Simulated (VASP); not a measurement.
# ZrOs3 (Pm-3m) in VASP: further runs, part 2 of 3

VASP 6.6.1. The steps go on from the part before.

### 4 Single point, PBE

This run uses another cell than the first one, of 15.64 Å³/atom, 1.043 times its volume.

INCAR

```
PREC = Accurate
ENCUT = 520
EDIFF = 1E-6
ISMEAR = -1
SIGMA = 0.05
LREAL = False
LASPH = True
NELM = 100
ALGO = Fast
ISIF = 2
LWAVE = False
LCHARG = False
GGA = PE
NBANDS = 26
```

KPOINTS

```
Automatic mesh
0
Gamma
  7 7 7
```

POSCAR

```
ZrOs3
1.0
    3.9697634602      0.0000000000      0.0000000000
    0.0000000000      3.9697634602      0.0000000000
    0.0000000000      0.0000000000      3.9697634602
Os Zr
3 1
Direct
    0.0000000000      0.5000000000      0.5000000000
    0.5000000000      0.0000000000      0.5000000000
    0.5000000000      0.5000000000      0.0000000000
    0.0000000000      0.0000000000      0.0000000000
```

Potentials or basis: VASP PAW PBE potentials, release 64 (Os, Zr_sv).

Run with:

```console
cat potpaw_PBE.64/Os/POTCAR potpaw_PBE.64/Zr_sv/POTCAR > POTCAR
mpirun -np 1 vasp_std > vasp.out
```

OUTCAR:

```text
PREC = Accurate
   ENCUT = 520
   EDIFF = 1E-6
   ISMEAR = -1
   LREAL = False
   LASPH = True
   NELM = 100
   ISIF = 2
   GGA = PE

 ion  position               nearest neighbor table
   1  0.000  0.500  0.500-   2 2.81   3 2.81   4 2.81   3 2.81   4 2.81   2 2.81   4 2.81   4 2.81
                             2 2.81   3 2.81   3 2.81   2 2.81
   2  0.500  0.000  0.500-   1 2.81   3 2.81   4 2.81   3 2.81   4 2.81   1 2.81   3 2.81   3 2.81
                             1 2.81   4 2.81   4 2.81   1 2.81
   3  0.500  0.500  0.000-   1 2.81   2 2.81   4 2.81   1 2.81   2 2.81   2 2.81   4 2.81   2 2.81
                             1 2.81   4 2.81   1 2.81   4 2.81
   4  0.000  0.000  0.000-   1 2.81   2 2.81   3 2.81   1 2.81   2 2.81   1 2.81   3 2.81   1 2.81
                             2 2.81   3 2.81   2 2.81   3 2.81

  LATTYP: Found a simple cubic cell.
 ALAT       =     3.9697634602

  Lattice vectors:

 A1 = (   3.9697634602,   0.0000000000,   0.0000000000)
 A2 = (   0.0000000000,   3.9697634602,   0.0000000000)
 A3 = (   0.0000000000,   0.0000000000,   3.9697634602)

Analysis of symmetry for initial positions (statically):
=====================================================================
 Subroutine PRICEL returns:
 Original cell was already a primitive cell.

 Routine SETGRP: Setting up the symmetry group for a
 simple cubic supercell.

 Subroutine GETGRP returns: Found 48 space group operations
 (whereof 48 operations were pure point group operations)
 out of a pool of 48 trial point group operations.

The static configuration has the point symmetry O_h .

Analysis of symmetry for dynamics (positions and initial velocities):
=====================================================================
 Subroutine PRICEL returns:
 Original cell was already a primitive cell.

 Routine SETGRP: Setting up the symmetry group for a
 simple cubic supercell.

 Subroutine GETGRP returns: Found 48 space group operations
 (whereof 48 operations were pure point group operations)
 out of a pool of 48 trial point group operations.

The dynamic configuration has the point symmetry O_h .

 Subroutine INISYM returns: Found 48 space group operations
 (whereof 48 operations are pure point group operations),
 and found     1 'primitive' translations

----------------------------------------------------------------------------------------

                                     Primitive cell

  volume of cell :      62.5596

  direct lattice vectors                    reciprocal lattice vectors
     3.969763460  0.000000000  0.000000000     0.251904178  0.000000000  0.000000000
     0.000000000  3.969763460  0.000000000     0.000000000  0.251904178  0.000000000
     0.000000000  0.000000000  3.969763460     0.000000000  0.000000000  0.251904178

  length of vectors
     3.969763460  3.969763460  3.969763460     0.251904178  0.251904178  0.251904178

  position of ions in fractional coordinates (direct lattice)
     0.000000000  0.500000000  0.500000000
     0.500000000  0.000000000  0.500000000
[... 27 lines left out ...]

  Shift w.r.t. Gamma in fractional coordinates (k-lattice)
     0.000000000  0.000000000  0.000000000

 Subroutine IBZKPT returns following result:
 ===========================================

 Found     20 irreducible k-points:

 Following reciprocal coordinates:
            Coordinates               Weight
  0.000000  0.000000  0.000000      1.000000
  0.142857  0.000000  0.000000      6.000000
  0.285714  0.000000  0.000000      6.000000
  0.428571  0.000000  0.000000      6.000000
  0.142857  0.142857  0.000000     12.000000
  0.285714  0.142857  0.000000     24.000000
[... 12 lines left out ...]
  0.428571  0.428571  0.285714     24.000000
  0.428571  0.428571  0.428571      8.000000
   k-points           NKPTS =     20   k-points in BZ     NKDIM =     20   number of bands    NBANDS=     26
   number of dos      NEDOS =    301   number of ions     NIONS =      4
   total plane-waves  NPLWV =  27000
   dimension x,y,z NGX =    30 NGY =   30 NGZ =   30
   dimension x,y,z NGXF=    60 NGYF=   60 NGZF=   60
   ions per type =               3   1
   NGX,Y,Z   is equivalent  to a cutoff of  12.56, 12.56, 12.56 a.u.
   NGXF,Y,Z  is equivalent  to a cutoff of  25.13, 25.13, 25.13 a.u.
 SYSTEM =  unknown system
   PREC   = accura    normal or accurate (medium, high low for compatibility)
   ISTART =      0    job   : 0-new  1-cont  2-samecut
   ICHARG =      2    charge: 1-file 2-atom 10-const
   ISPIN  =      1    spin polarized calculation?
   LNONCOLLINEAR =      F non collinear calculations
   LSORBIT =      F    spin-orbit coupling
   LASPH  =      T    aspherical Exc in radial PAW
   ENCUT  =  520.0 eV  38.22 Ry    6.18 a.u.   7.38  7.38  7.38*2*pi/ulx,y,z
   NELM   =    100;   NELMIN=  2; NELMDL= -5     # of ELM steps
   EDIFF  = 0.1E-05   stopping-criterion for ELM
   LREAL  =      F    real-space projection
   EDIFFG = 0.1E-04   stopping-criterion for IOM
   NSW    =      0    number of steps for IOM
   IBRION =     -1    ionic relax: 0-MD 1-quasi-New 2-CG
   NFREE  =      0    steps in history (QN), initial steepest desc. (CG)
   ISIF   =      2    stress and relaxation
   ISYM   =      2    0-nonsym 1-usesym 2-fastsym
   POTIM  = 0.5000    time-step for ionic-motion
   TEBEG  =    0.0;   TEEND  =   0.0 temperature during run
   PSTRESS=    0.0 pullay stress
   NELECT =      36.0000    total number of electrons
   NUPDOWN=      -1.0000    fix difference up-down
   EMIN   =  10.00;   EMAX   =-10.00  energy-range for DOS
   EFERMI =   0.00;   METHOD = LEGACY
   ISMEAR =    -1;   SIGMA  =   0.05  broadening in eV -4-tet -1-fermi 0-gaus
   EFERMI_NEDOS =   21; number of points for ismear=-14 and -15
   IALGO  =     68    algorithm
   IMIX   =      4    mixing-type and parameters
     AMIX     =   0.40;   BMIX     =  1.00
     AMIX_MAG =   1.60;   BMIX_MAG =  1.00
  volume/ion in A,a.u.               =      15.64       105.54
  Fermi-wavevector in a.u.,A,eV,Ry     =   1.361688  2.573218 25.227854  1.854195
  Thomas-Fermi vector in A             =   2.488243
   LORBIT       =      0    0 simple, 1 ext, 2 COOP (PROOUT), +10 PAW based schemes
   GGA     = PE    functional components
   LHFCALC =     F    Hartree Fock is set to
   AEXX    =    0.0000 exact exchange contribution
   IVDW    =     0    specifies the selected vdW correction
   LEPSILON=     F    determine dielectric tensor
   LRPA    =     F    only Hartree local field effects (RPA)
 non-spin polarized calculation
 RMM-DIIS sequential band-by-band and
  energy-cutoff  :      520.00
  volume of cell :       62.56
 maximum number of plane-waves:      1743
 NGX is ok and might be reduce to    30
   NGX = 15   NGY = 15   NGZ = 15

 number of electron      36.0000003 magnetization

 Free energy of the ion-electron system (eV)
  ---------------------------------------------------
  ext. energy  EPLUGINS =         0.00000000
  ---------------------------------------------------
  free energy    TOTEN  =       -42.40198321 eV

  energy without entropy =      -42.35854826  energy(sigma->0) =      -42.38026573

 E-fermi :   8.9765     XC(G=0): -13.2998

 val. band max:        8.9377440438   @ k =   0.4286   0.4286   0.1429
 cond. band min:       9.0321124416   @ k =   0.4286   0.2857   0.0000
 fundamental gap:      0.0943683978
 Fermi energy:         8.9764874899

 k-point     1 :       0.0000    0.0000    0.0000
  band No.  band energies     occupation
      1     -38.7486      2.00000
      2     -16.8818      2.00000
      3     -16.8818      2.00000
      4     -16.8818      2.00000
      5       0.2118      2.00000
      6       3.1546      2.00000
[... 569 lines left out ...]
     25      13.9254      0.00000
     26      14.4836      0.00000

------------------------ aborting loop because EDIFF is reached ----------------------------------------

  FORCE on cell =-STRESS in cart. coord.  units (eV):
  Direction    XX          YY          ZZ          XY          YZ          ZX
  --------------------------------------------------------------------------------------
  -------------------------------------------------------------------------------------
  Total        1.3597214      1.3597214      1.3597214     -0.0000000     -0.0000000      0.0000000
  in kB       34.8230366     34.8230366     34.8230366     -0.0000000     -0.0000000      0.0000000
  external PRESSURE =      34.8230366 kB  Pullay stress =       0.0000000 kB

 VOLUME and BASIS-vectors are now :
 -----------------------------------------------------------------------------
  energy-cutoff  :      520.00
  volume of cell :       62.56
      direct lattice vectors                 reciprocal lattice vectors
     3.969763460  0.000000000  0.000000000     0.251904178  0.000000000  0.000000000
     0.000000000  3.969763460  0.000000000     0.000000000  0.251904178  0.000000000
     0.000000000  0.000000000  3.969763460     0.000000000  0.000000000  0.251904178

 POSITION                                       TOTAL-FORCE (eV/Angst)
 -----------------------------------------------------------------------------------
      0.00000      1.98488      1.98488         0.000000      0.000000      0.000000
      1.98488      0.00000      1.98488         0.000000      0.000000      0.000000
      1.98488      1.98488      0.00000         0.000000      0.000000      0.000000
      0.00000      0.00000      0.00000         0.000000      0.000000      0.000000
 -----------------------------------------------------------------------------------
    total drift:                                0.000000      0.000000     -0.000000

  FREE ENERGIE OF THE ION-ELECTRON SYSTEM (eV)
  ---------------------------------------------------
  free  energy   TOTEN  =       -42.4019832109 eV

  energy  without entropy=      -42.3585482588  energy(sigma->0) =      -42.38026573
```

OSZICAR:

```text
N       E                     dE             d eps       ncg     rms          rms(c)
DAV:   1     0.304612767016E+03    0.30461E+03   -0.17964E+04  1040   0.137E+03
DAV:   2    -0.211526525714E+02   -0.32577E+03   -0.31170E+03  1050   0.452E+02
DAV:   3    -0.437964877293E+02   -0.22644E+02   -0.21350E+02  1588   0.933E+01
DAV:   4    -0.448301487981E+02   -0.10337E+01   -0.10242E+01  1410   0.196E+01
DAV:   5    -0.448518212142E+02   -0.21672E-01   -0.21628E-01  1414   0.238E+00    0.300E+01
RMM:   6    -0.428369200759E+02    0.20149E+01   -0.31106E+00  1090   0.104E+01    0.119E+01
RMM:   7    -0.424126025395E+02    0.42432E+00   -0.16035E+00  1100   0.799E+00    0.471E+00
RMM:   8    -0.423956751384E+02    0.16927E-01   -0.51341E-01  1289   0.412E+00    0.888E-01
RMM:   9    -0.423993301287E+02   -0.36550E-02   -0.92421E-02  1386   0.232E+00    0.111E+00
RMM:  10    -0.424014802392E+02   -0.21501E-02   -0.26111E-02  1538   0.749E-01    0.461E-01
RMM:  11    -0.424018997985E+02   -0.41956E-03   -0.47843E-03  1682   0.391E-01    0.216E-01
RMM:  12    -0.424019421083E+02   -0.42310E-04   -0.11588E-03  1594   0.184E-01    0.806E-02
RMM:  13    -0.424019658288E+02   -0.23720E-04   -0.40341E-04  1643   0.109E-01    0.526E-02
RMM:  14    -0.424019777544E+02   -0.11926E-04   -0.14944E-04  1841   0.545E-02    0.333E-02
RMM:  15    -0.424019812915E+02   -0.35372E-05   -0.39349E-05  1548   0.253E-02    0.364E-02
RMM:  16    -0.424019830031E+02   -0.17116E-05   -0.14505E-05  1327   0.148E-02    0.428E-02
RMM:  17    -0.424019829169E+02    0.86189E-07   -0.31046E-05  1789   0.362E-02    0.142E-02
RMM:  18    -0.424019832109E+02   -0.29392E-06   -0.29329E-06  1036   0.971E-03
   1 F= -.42401983E+02 E0= -.42380266E+02  d E =-.434350E-01
```

Wall time 49 s (1 thread of Intel Xeon Platinum 8488C (Sapphire Rapids), shared host); peak memory 0.18 GiB.

What came out:

- Free energy: -42.4020 eV
- Pressure: 3.5 GPa
- Band gap on the k mesh: zero (band 18 reaches 12.11 eV, above the bottom of band 19 at 8.42 eV)

Levels at points of the mesh, in eV from the Fermi level:
| k point | band 15 | band 16 | band 17 | band 18 | band 19 | band 20 | band 21 | band 22 |
| --- | --- | --- | --- | --- | --- | --- | --- | --- |
| (0.00, 0.00, 0.00) | 0.97 | 0.97 | 2.54 | 3.14 | 3.14 | 3.14 | 3.33 | 3.33 |

Caveat: spin-orbit coupling is left out, which moves the levels of the heavy elements.

(Continued in part 3 of 3.)
